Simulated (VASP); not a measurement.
# InAs (I-4m2) in VASP: a series of runs, part 2 of 2

VASP 6.6.1. Earlier steps stand in the parts before.

## Step 3: Single point, PBEsol (strain -0.0200 x Voigt [0, 0, 1, 0, 0, 0])

INCAR

```
SYSTEM = InAs
  PREC = Accurate
  ENCUT = 520
  EDIFF = 1E-6
  ISMEAR = 0
  SIGMA = 0.15
  LREAL = .False.
  LASPH = .True.
  NELM = 60
  ALGO = Normal
  ISIF = 2
  LWAVE = .False.
  LCHARG = .False.
  GGA = PS
  NBANDS = 16
```

KPOINTS

```
Automatic mesh
0
Gamma
  14 14 14
  0 0 0
```

POSCAR

```
InAs
1.0
    0.0000000000      3.0240000000      2.9635200000
    3.0240000000      0.0000000000      2.9635200000
    3.0240000000      3.0240000000      0.0000000000
In As
1 1
Direct
    0.0000000000      0.0000000000      0.0000000000
    0.7500000000      0.7500000000      0.7500000000
```

Potentials or basis: VASP PAW PBE potentials, release 64 (In_d, As).

Run with:

```sh
$ cat potpaw_PBE.64/In_d/POTCAR potpaw_PBE.64/As/POTCAR > POTCAR
$ mpirun -np 1 vasp_std > vasp.out
```

OUTCAR:

```text
SYSTEM = InAs
   PREC = Accurate
   ENCUT = 520
   EDIFF = 1E-6
   ISMEAR = 0
   LREAL = .False.
   LASPH = .True.
   NELM = 60
   ISIF = 2
   GGA = PS

 ion  position               nearest neighbor table
   1  0.000  0.000  0.000-   2 2.60   2 2.60   2 2.60   2 2.60
   2  0.750  0.750  0.750-   1 2.60   1 2.60   1 2.60   1 2.60

  LATTYP: Found a body centered tetragonal cell.
 ALAT       =     4.2765818126
 C/A-ratio  =     1.3859292911

  Lattice vectors:

 A1 = (   0.0000000000,  -3.0240000000,  -2.9635200000)
 A2 = (   0.0000000000,   3.0240000000,  -2.9635200000)
 A3 = (   3.0240000000,   0.0000000000,   2.9635200000)

Analysis of symmetry for initial positions (statically):
=====================================================================
 Subroutine PRICEL returns:
 Original cell was already a primitive cell.

 Routine SETGRP: Setting up the symmetry group for a
 body centered tetragonal supercell.

 Subroutine GETGRP returns: Found  8 space group operations
 (whereof  8 operations were pure point group operations)
 out of a pool of 16 trial point group operations.

The static configuration has the point symmetry D_2d.

Analysis of symmetry for dynamics (positions and initial velocities):
=====================================================================
 Subroutine PRICEL returns:
 Original cell was already a primitive cell.

 Routine SETGRP: Setting up the symmetry group for a
 body centered tetragonal supercell.

 Subroutine GETGRP returns: Found  8 space group operations
 (whereof  8 operations were pure point group operations)
 out of a pool of 16 trial point group operations.

The dynamic configuration has the point symmetry D_2d.

 Subroutine INISYM returns: Found  8 space group operations
 (whereof  8 operations are pure point group operations),
 and found     1 'primitive' translations

----------------------------------------------------------------------------------------

                                     Primitive cell

  volume of cell :      54.2003

  direct lattice vectors                    reciprocal lattice vectors
     0.000000000  3.024000000  2.963520000    -0.165343915  0.165343915  0.168718281
     3.024000000  0.000000000  2.963520000     0.165343915 -0.165343915  0.168718281
     3.024000000  3.024000000  0.000000000     0.165343915  0.165343915 -0.168718281

  length of vectors
     4.234031978  4.234031978  4.276581813     0.288345416  0.288345416  0.288345416

  position of ions in fractional coordinates (direct lattice)
     0.000000000  0.000000000  0.000000000
     0.750000000  0.750000000  0.750000000

  ion indices of the primitive-cell ions
   primitive index   ion index
                 1           1
                 2           2

----------------------------------------------------------------------------------------

 KPOINTS: Automatic mesh

Automatic generation of k-mesh.
 Grid dimensions read from file:
 generate k-points for:   14   14   14

 Generating k-lattice:

  Cartesian coordinates                     Fractional coordinates (reciprocal lattice)
    -0.011810280  0.011810280  0.012051306     0.071428571  0.000000000  0.000000000
     0.011810280 -0.011810280  0.012051306     0.000000000  0.071428571  0.000000000
     0.011810280  0.011810280 -0.012051306     0.000000000  0.000000000  0.071428571

  Length of vectors
     0.020596101  0.020596101  0.020596101

  Shift w.r.t. Gamma in fractional coordinates (k-lattice)
     0.000000000  0.000000000  0.000000000

 Subroutine IBZKPT returns following result:
 ===========================================

 Found    244 irreducible k-points:

 Following reciprocal coordinates:
            Coordinates               Weight
  0.000000  0.000000  0.000000      1.000000
  0.071429  0.000000  0.000000      8.000000
  0.142857  0.000000  0.000000      8.000000
  0.214286  0.000000  0.000000      8.000000
  0.285714  0.000000  0.000000      8.000000
  0.357143  0.000000  0.000000      8.000000
[... 16 lines left out ...]
  0.214286  0.142857  0.000000      8.000000
  0.285714  0.142857  0.000000      8.000000
 [... further k-points ...]
   k-points           NKPTS =    244   k-points in BZ     NKDIM =    244   number of bands    NBANDS=     16
   number of dos      NEDOS =    301   number of ions     NIONS =      2
   total plane-waves  NPLWV =  32768
   dimension x,y,z NGX =    32 NGY =   32 NGZ =   32
   dimension x,y,z NGXF=    64 NGYF=   64 NGZF=   64
   ions per type =               1   1
   NGX,Y,Z   is equivalent  to a cutoff of  12.56, 12.56, 12.44 a.u.
   NGXF,Y,Z  is equivalent  to a cutoff of  25.13, 25.13, 24.88 a.u.
 SYSTEM =  InAs
   PREC   = accura    normal or accurate (medium, high low for compatibility)
   ISTART =      0    job   : 0-new  1-cont  2-samecut
   ICHARG =      2    charge: 1-file 2-atom 10-const
   ISPIN  =      1    spin polarized calculation?
   LNONCOLLINEAR =      F non collinear calculations
   LSORBIT =      F    spin-orbit coupling
   LASPH  =      T    aspherical Exc in radial PAW
   ENCUT  =  520.0 eV  38.22 Ry    6.18 a.u.   7.87  7.87  7.95*2*pi/ulx,y,z
   NELM   =     60;   NELMIN=  2; NELMDL= -5     # of ELM steps
   EDIFF  = 0.1E-05   stopping-criterion for ELM
   LREAL  =      F    real-space projection
   EDIFFG = 0.1E-04   stopping-criterion for IOM
   NSW    =      0    number of steps for IOM
   IBRION =     -1    ionic relax: 0-MD 1-quasi-New 2-CG
   NFREE  =      0    steps in history (QN), initial steepest desc. (CG)
   ISIF   =      2    stress and relaxation
   ISYM   =      2    0-nonsym 1-usesym 2-fastsym
   POTIM  = 0.5000    time-step for ionic-motion
   TEBEG  =    0.0;   TEEND  =   0.0 temperature during run
   PSTRESS=    0.0 pullay stress
   NELECT =      18.0000    total number of electrons
   NUPDOWN=      -1.0000    fix difference up-down
   EMIN   =  10.00;   EMAX   =-10.00  energy-range for DOS
   EFERMI =   0.00;   METHOD = LEGACY
   ISMEAR =     0;   SIGMA  =   0.15  broadening in eV -4-tet -1-fermi 0-gaus
   EFERMI_NEDOS =   21; number of points for ismear=-14 and -15
   IALGO  =     38    algorithm
   IMIX   =      4    mixing-type and parameters
     AMIX     =   0.40;   BMIX     =  1.00
     AMIX_MAG =   1.60;   BMIX_MAG =  1.00
  volume/ion in A,a.u.               =      27.10       182.88
  Fermi-wavevector in a.u.,A,eV,Ry     =   1.133701  2.142384 17.487268  1.285278
  Thomas-Fermi vector in A             =   2.270404
   LORBIT       =      0    0 simple, 1 ext, 2 COOP (PROOUT), +10 PAW based schemes
   GGA     = PS    functional components
   LHFCALC =     F    Hartree Fock is set to
   AEXX    =    0.0000 exact exchange contribution
   IVDW    =     0    specifies the selected vdW correction
   LEPSILON=     F    determine dielectric tensor
   LRPA    =     F    only Hartree local field effects (RPA)
 non-spin polarized calculation
 Gauss-broadening in eV      SIGMA  =   0.15
  energy-cutoff  :      520.00
  volume of cell :       54.20
 maximum number of plane-waves:      1484
   NGX = 15   NGY = 15   NGZ = 15

 number of electron      17.9999995 magnetization

 Free energy of the ion-electron system (eV)
  ---------------------------------------------------
  ext. energy  EPLUGINS =         0.00000000
  ---------------------------------------------------
  free energy    TOTEN  =        -8.47184451 eV

  energy without entropy =       -8.47168349  energy(sigma->0) =       -8.47176400

 E-fermi :   4.7197     XC(G=0):  -9.3713

 val. band max:        4.6384602606   @ k =   0.0000   0.0000   0.0000
 cond. band min:       5.3014197835   @ k =   0.0714   0.0000   0.0000
 fundamental gap:      0.6629595229
 Fermi energy:         4.7197149730

 k-point     1 :       0.0000    0.0000    0.0000
  band No.  band energies     occupation
      1      -9.8033      2.00000
      2      -9.8033      2.00000
      3      -9.7963      2.00000
      4      -9.6658      2.00000
      5      -9.6636      2.00000
      6      -7.4456      2.00000
[... 8 lines left out ...]
     15      14.1192      0.00000
     16      14.4482      0.00000
[... 419 lines left out ...]
 k-point    24 :       0.2857    0.1429    0.0000
  band No.  band energies     occupation
      1      -9.8943      2.00000
      2      -9.7717      2.00000
      3      -9.7697      2.00000
      4      -9.6782      2.00000
      5      -9.6536      2.00000
      6      -6.6800      2.00000
[... 8 lines left out ...]
     15      14.2975      0.00000
     16      14.3051      0.00000

 [... further k-points ...]

------------------------ aborting loop because EDIFF is reached ----------------------------------------

  FORCE on cell =-STRESS in cart. coord.  units (eV):
  Direction    XX          YY          ZZ          XY          YZ          ZX
  --------------------------------------------------------------------------------------
  -------------------------------------------------------------------------------------
  Total        0.7744662      0.7744662      0.9920220      0.0000000      0.0000000      0.0000000
  in kB       22.8934708     22.8934708     29.3244891      0.0000000      0.0000000      0.0000000
  external PRESSURE =      25.0371436 kB  Pullay stress =       0.0000000 kB

 VOLUME and BASIS-vectors are now :
 -----------------------------------------------------------------------------
  energy-cutoff  :      520.00
  volume of cell :       54.20
      direct lattice vectors                 reciprocal lattice vectors
     0.000000000  3.024000000  2.963520000    -0.165343915  0.165343915  0.168718281
     3.024000000  0.000000000  2.963520000     0.165343915 -0.165343915  0.168718281
     3.024000000  3.024000000  0.000000000     0.165343915  0.165343915 -0.168718281

 POSITION                                       TOTAL-FORCE (eV/Angst)
 -----------------------------------------------------------------------------------
      0.00000      0.00000      0.00000        -0.000000     -0.000000     -0.000000
      4.53600      4.53600      4.44528         0.000000      0.000000      0.000000
 -----------------------------------------------------------------------------------
    total drift:                                0.000000      0.000000     -0.000000

  FREE ENERGIE OF THE ION-ELECTRON SYSTEM (eV)
  ---------------------------------------------------
  free  energy   TOTEN  =        -8.4718445087 eV

  energy  without entropy=       -8.4716834902  energy(sigma->0) =       -8.47176400
```

Run time: 1.7 min. Hardware: 1 thread of AMD EPYC 9R45 (Zen 5), shared host; peak memory 0.32 GiB.

What came out:

```yaml
Free_energy: -8.4718 eV
Pressure: 2.5 GPa
```

Caveat: the cell differs from its parent crystal (strain -0.0200 x Voigt [0, 0, 1, 0, 0, 0]); the PAW data sets were made with another functional, which shifts forces and pressure a little; spin-orbit coupling is left out, which moves the levels of the heavy elements.
